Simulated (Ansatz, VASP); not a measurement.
# Sb in VASP and in Ansatz

File INCAR:

```
SYSTEM = Sb
PREC     = Accurate       ! precision mode
ENCUT    = 520            ! plane-wave cutoff, eV
EDIFF    = 1E-6           ! SCF threshold, eV
ISMEAR   = -1             ! smearing method
SIGMA    = 0.1            ! smearing width, eV
LREAL    = .False.        ! projectors in reciprocal space
LASPH    = .True.         ! aspherical terms in the spheres
NELM     = 60             ! most SCF steps
ALGO     = Normal         ! electronic algorithm
ISIF     = 2              ! what is computed and relaxed
LWAVE    = .False.        ! write WAVECAR
LCHARG   = .False.        ! write CHGCAR
LDIPOL   = .True.       
IDIPOL   = 3            
DIPOL    = 0.5 0.5 0.500
GGA      = PE             ! functional
NBANDS   = 20             ! bands
```

Contents of KPOINTS:

```
Automatic mesh
0
Gamma
  11 11 1
  0 0 0
```

File POSCAR:

```
Sb
1.0
    3.3888387686      0.0000000000      0.0000000000
   -1.6944193843      2.9348204630      0.0000000000
    0.0000000000      0.0000000000     27.0679000000
Sb
5
Direct
    0.8333333330      0.1666666670      0.2955530156
    0.1666666670      0.8333333330      0.3977765075
    0.5000000000      0.5000000000      0.5000000000
    0.8333333330      0.1666666670      0.6022234925
    0.1666666670      0.8333333330      0.7044469844
```

Input for Ansatz:

```yaml
crystal:
  lattice:
    - [3.3888387686, 0.0, 0.0]
    - [-1.6944193843, 2.934820463, 0.0]
    - [0.0, 0.0, 27.0679]
  atoms:
    - { symbol: Sb, position: [0.833333333, 0.166666667, 0.2955530156] }
    - { symbol: Sb, position: [0.166666667, 0.833333333, 0.3977765075] }
    - { symbol: Sb, position: [0.5, 0.5, 0.5] }
    - { symbol: Sb, position: [0.833333333, 0.166666667, 0.6022234925] }
    - { symbol: Sb, position: [0.166666667, 0.833333333, 0.7044469844] }
kpoints:
  mp_grid: { grid: [11, 11, 1] }
scf:
  occupations: { method: fermi_dirac, width: 0.1 }
hamiltonian:
  xc: pbe
  pseudopotentials: { kind: all_electron, lapw: { basis_error: 0.001 } }
output:
  forces: true
  stress: true
  eigenvalues: true
  populations: true
  dos: { projected: true, de: 0.2, e_range: [-14, 8] }
efield:
  axis: 3
  amplitude: 0
  dipole_correction: true
```

Alike in both runs: task single point; functional PBE; k mesh 11 × 11 × 1; occupations fermi-dirac, width 0.1 eV; no spin polarisation.

|  | VASP | Ansatz |
| --- | --- | --- |
| version | VASP 6.6.1 | Ansatz 0.2.0 |
| potentials or method | VASP PAW PBE potentials, release 64 (Sb), cutoff 520 eV | all-electron LAPW, scalar-relativistic |

|  | VASP | Ansatz | Ansatz less VASP |
| --- | --- | --- | --- |
| rms of the force components (eV/Å) | 0.139 | 0.138 | -0.0014 |

Atom by atom the forces differ by 0.002 eV/Å (rms over components). Ansatz ran all-electron here, and VASP with PAW potentials.

Neither program's run includes spin-orbit coupling.
